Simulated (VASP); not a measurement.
Input of a VASP 6.6.1 run:

INCAR

```
PREC = Accurate
ENCUT = 520
EDIFF = 1E-6
ISMEAR = -1
SIGMA = 0.05
LREAL = Auto
LASPH = True
NELM = 150
ALGO = Normal
ISIF = 2
LWAVE = False
LCHARG = True
ISPIN = 2
MAGMOM = 0 0 0 0.111 0 0 0 0 0 0.111 0 0 0 0 0 0 0 0 0.111 0 0 0 0 0 0.111 0 0 0 0 0 0 0 0 0 0 0.111 0 0 0 0 0 0.111 0 0 0 0 0 0 0 0 0.111 0 0 0 0 0 0.111 0 0 0 0 0 0 0 0.111
LORBIT = 11
GGA = PS
LELF = True
LVHAR = True
ISYM = 0
NBANDS = 174
NCORE = 4
```

KPOINTS

```
Automatic mesh
0
Gamma
  1 1 1
  0.25 0.25 0.25
```

POSCAR

```
Na33H32
1.0
    9.5855340000      0.0000000000      0.0000000000
    0.0000000000      9.5855340000      0.0000000000
    0.0000000000      0.0000000000      9.5855340000
H Na
32 33
Direct
    0.2487850000      0.9977040000      0.0041690000
    0.2594360000      0.9761680000      0.5101320000
    0.2481050000      0.5075440000      0.9906760000
    0.2429300000      0.5241030000      0.4930080000
    0.7486380000      0.0011320000      0.9990650000
    0.7538090000      0.9974810000      0.4992490000
    0.7494330000      0.5019500000      0.9998100000
    0.7405930000      0.5072800000      0.4984780000
    0.9933100000      0.2517430000      0.9919030000
    0.9719650000      0.2625000000      0.4960750000
    0.9976300000      0.7513910000      0.0000430000
    0.9935500000      0.7583110000      0.4991040000
    0.5026410000      0.2515080000      0.0028240000
    0.5192860000      0.2432110000      0.5044320000
    0.4996850000      0.7514470000      0.9990740000
    0.5035030000      0.7459510000      0.4989790000
    0.9969710000      0.0045810000      0.2472250000
    0.0017060000      0.0014400000      0.7491830000
    0.0059730000      0.4928660000      0.2565980000
    0.9973570000      0.5030300000      0.7471870000
    0.4987540000      0.0015330000      0.2521270000
    0.4956160000      0.0054250000      0.7461160000
    0.4967790000      0.5029800000      0.2477170000
    0.4991280000      0.4981430000      0.7494320000
    0.2456440000      0.2634770000      0.2218180000
    0.2538340000      0.2434990000      0.7693910000
    0.2486920000      0.7584070000      0.2438630000
    0.2485410000      0.7459500000      0.7538240000
    0.7416960000      0.2518410000      0.2437960000
    0.7525380000      0.2515290000      0.7530950000
    0.7496040000      0.7513850000      0.2480980000
    0.7486020000      0.7514390000      0.7501760000
    0.9979580000      0.0002840000      0.9976430000
    0.0019690000      0.0061430000      0.4990290000
    0.9988790000      0.5014540000      0.9956650000
    0.9742780000      0.5240330000      0.5094190000
    0.4986600000      0.0017020000      0.0017990000
    0.5163790000      0.9829470000      0.4950560000
    0.5000070000      0.5020230000      0.9975260000
    0.4948180000      0.4989300000      0.4984930000
    0.2484650000      0.2517520000      0.9963880000
    0.3179330000      0.1799720000      0.5683370000
    0.2487410000      0.7531870000      0.9977360000
    0.2486360000      0.7511410000      0.4989650000
    0.7469270000      0.2515480000      0.9973600000
    0.7463180000      0.2516340000      0.4989130000
    0.7487010000      0.7516050000      0.9991290000
    0.7474320000      0.7530770000      0.4991520000
    0.2486390000      0.0063110000      0.2523190000
    0.2446180000      0.9828960000      0.7667220000
    0.2591560000      0.5241170000      0.2243890000
    0.2481170000      0.4990030000      0.7450360000
    0.7472880000      0.0003420000      0.2484430000
    0.7513720000      0.0016830000      0.7490270000
    0.7452190000      0.5014640000      0.2492520000
    0.7472230000      0.5020380000      0.7503740000
    0.9749280000      0.2421190000      0.2251590000
    0.0003650000      0.2520560000      0.7446330000
    0.9990350000      0.7547510000      0.2494880000
    0.9980030000      0.7528030000      0.7505310000
    0.4941750000      0.2520890000      0.2508110000
    0.5160920000      0.2551670000      0.7663070000
    0.5001370000      0.7528250000      0.2484590000
    0.4983870000      0.7489240000      0.7488100000
    0.1591490000      0.3398230000      0.4093640000
```

Potentials or basis: VASP PAW PBE potentials, release 64 (H, Na_pv).

Run with:

```bash
$ cat potpaw_PBE.64/H/POTCAR potpaw_PBE.64/Na_pv/POTCAR > POTCAR
$ mpirun -np 4 vasp_std > vasp.out
```

Problem. Predict the largest force.

Solution. 0.034 eV/Å.

Problem. Predict the net moment.

Solution. 0.94 μB per cell.

Problem. Predict the pressure.

Solution. 1.2 GPa.

Problem. What does it give for the site moments?

Solution. H -0.00, +0.00; Na +0.00, +0.01, +0.04 μB.

Forces on the atoms (eV/Å):
```
H   -0.003  0.000  0.000
H   -0.021 -0.004 -0.022
H    0.005 -0.003  0.004
H    0.016  0.003  0.019
H    0.002 -0.003  0.002
H    0.001  0.001 -0.004
H    0.000  0.008  0.000
H    0.003 -0.001  0.006
H   -0.001  0.000 -0.003
H    0.003 -0.023 -0.016
H    0.005 -0.005  0.001
H    0.004 -0.002 -0.003
H   -0.001  0.003  0.003
H   -0.001  0.022  0.009
H   -0.003  0.001  0.002
H   -0.005  0.000 -0.001
H    0.018  0.008  0.020
H   -0.003 -0.002 -0.001
H    0.010  0.006  0.008
H   -0.003  0.002 -0.001
H    0.000 -0.003 -0.003
H   -0.007  0.003 -0.008
H    0.002  0.003 -0.003
H   -0.010  0.002 -0.010
H   -0.018 -0.029  0.002
H    0.008  0.020 -0.001
H   -0.003 -0.001  0.005
H   -0.001  0.000 -0.005
H   -0.005 -0.002 -0.002
H    0.004  0.002 -0.002
H    0.001 -0.005  0.005
H    0.003  0.001 -0.005
Na  -0.001  0.001 -0.004
Na  -0.001  0.001  0.003
Na   0.000 -0.001  0.000
Na   0.001 -0.001  0.000
Na   0.000  0.001  0.000
Na   0.001 -0.001  0.000
Na   0.001  0.000 -0.003
Na   0.000 -0.003  0.001
Na  -0.001  0.001 -0.001
Na   0.000  0.009 -0.001
Na   0.000 -0.001 -0.001
Na   0.001 -0.002  0.001
Na  -0.001 -0.001 -0.001
Na  -0.002  0.002 -0.002
Na  -0.002  0.001 -0.001
Na  -0.002  0.000  0.001
Na   0.003  0.001 -0.001
Na   0.000 -0.001  0.002
Na  -0.002 -0.003  0.003
Na   0.002 -0.002  0.001
Na  -0.004  0.001 -0.002
Na   0.000  0.001  0.001
Na   0.002 -0.001  0.000
Na  -0.003  0.000  0.002
Na   0.000 -0.001  0.000
Na   0.001  0.000  0.004
Na  -0.002 -0.001 -0.003
Na   0.000  0.000  0.001
Na   0.004  0.000  0.001
Na   0.001  0.003  0.003
Na   0.001  0.000 -0.001
Na   0.001 -0.004  0.000
Na   0.000 -0.005 -0.001
```

Caveat: the k points lie up to 0.66 Å⁻¹ apart; the PAW data sets were made with another functional, which shifts forces and pressure a little.
